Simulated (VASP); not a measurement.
Set up this calculation in VASP 6.6.1, as the native input.

```yaml
Task: single point
Functional: r2SCAN
Potentials_or_basis: VASP PAW PBE potentials, release 64 (Te, Pb_d)
Cutoff: 520 eV
k_mesh: 5 × 5 × 5
Occupations: gaussian, width 0.01 eV
Spin: no spin polarisation
Dipole_correction: no
Further_INCAR_settings: ALGO = Normal; EDIFF = 1e-06; NBANDS = 17
```

Crystal: TePb.

```
CELL_PARAMETERS angstrom
0.00000 3.23100 3.23100
3.23100 0.00000 3.23100
3.23100 3.23100 0.00000
ATOMIC_POSITIONS crystal
Te 0.50000 0.50000 0.50000
Pb 0.00000 0.00000 0.00000
```

One way to write it, as run:

POSCAR

```
TePb
1.0
    0.0000000000      3.2310000000      3.2310000000
    3.2310000000      0.0000000000      3.2310000000
    3.2310000000      3.2310000000      0.0000000000
Te Pb
1 1
Direct
    0.5000000000      0.5000000000      0.5000000000
    0.0000000000      0.0000000000      0.0000000000
```

INCAR.step1

```
PREC = Accurate
ENCUT = 520
ISMEAR = 0
SIGMA = 0.01
LREAL = False
LASPH = True
NELM = 60
NBANDS = 17
GGA = PE
ALGO = Normal
EDIFF = 1E-4
LWAVE = True
LCHARG = False
```

INCAR.step2

```
PREC = Accurate
ENCUT = 520
EDIFF = 1E-6
ISMEAR = 0
SIGMA = 0.01
LREAL = False
LASPH = True
NELM = 60
ALGO = Normal
ISIF = 2
LWAVE = False
LCHARG = False
METAGGA = R2SCAN
LMIXTAU = True
NBANDS = 17
ISTART = 1
```

KPOINTS

```
Automatic mesh
0
Gamma
  5 5 5
```

Potentials or basis: VASP PAW PBE potentials, release 64 (Te, Pb_d).

The run is started by

```console
$ cat potpaw_PBE.64/Te/POTCAR potpaw_PBE.64/Pb_d/POTCAR > POTCAR
$ cp INCAR.step1 INCAR
$ mpirun -np 1 vasp_std > vasp.out
$ cp INCAR.step2 INCAR
$ mpirun -np 1 vasp_std > vasp.out
```

It gave:

```
Pressure : 1.6 GPa
```

Caveat: the PAW data sets were made with another functional, which shifts forces and pressure a little.

Run time: 50 s on 1 thread of Intel(R) Xeon(R) Platinum 8375C CPU @ 2.90GHz (Ice Lake) (shared host), peak memory 0.21 GiB.
